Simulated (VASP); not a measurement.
CoSi2: single point with PBE

CoSi2:

```
Co Si
1.0
     0.00000    2.67800    2.67800
     2.67800    0.00000    2.67800
     2.67800    2.67800    0.00000
Co Si
1 2
Direct
  0.00000 0.00000 0.00000
  0.75000 0.75000 0.75000
  0.25000 0.25000 0.25000
```

- Program: VASP 6.6.1
- Task: single point
- Functional: PBE
- Potentials or basis: VASP PAW PBE potentials, release 64 (Co, Si)
- Cutoff: 520 eV
- k mesh: 9 × 9 × 9
- Occupations: fermi-dirac, width 0.05 eV
- Spin: collinear spin, ferromagnetic start
- Starting moments: [2.0, 0.0, 0.0] μB
- Dipole correction: no
- Further INCAR settings: ALGO = Normal; EDIFF = 1e-07; NBANDS = 20

| Item | Value |
| --- | --- |
| Pressure | 0.3 GPa |
| Net moment | 0.00 μB per cell |
| Valence electrons inside the program's atomic spheres | Co 8.86; Si 1.59 |

Levels at points of the mesh, in eV from the Fermi level:
Spin up:
| k point | band 5 | band 6 | band 7 | band 8 | band 9 | band 10 | band 11 | band 12 | band 13 | band 14 |
| --- | --- | --- | --- | --- | --- | --- | --- | --- | --- | --- |
| (0.00, 0.00, 0.00) | -1.87 | -1.87 | 0.79 | 3.44 | 3.44 | 3.44 | 3.48 | 3.48 | 3.48 | 5.70 |
Spin down:
```
           k point  band 5  band 6  band 7  band 8  band 9  band 10  band 11  band 12  band 13  band 14
(0.00, 0.00, 0.00)   -1.87   -1.87    0.79    3.44    3.44     3.44     3.48     3.48     3.48     5.70
```

It took 32 s on 1 thread of Intel(R) Xeon(R) 6975P-C (Granite Rapids), on a shared host, peak memory 0.18 GiB.

Caveat: the starting moments collapsed, and a magnetic state may lie lower.
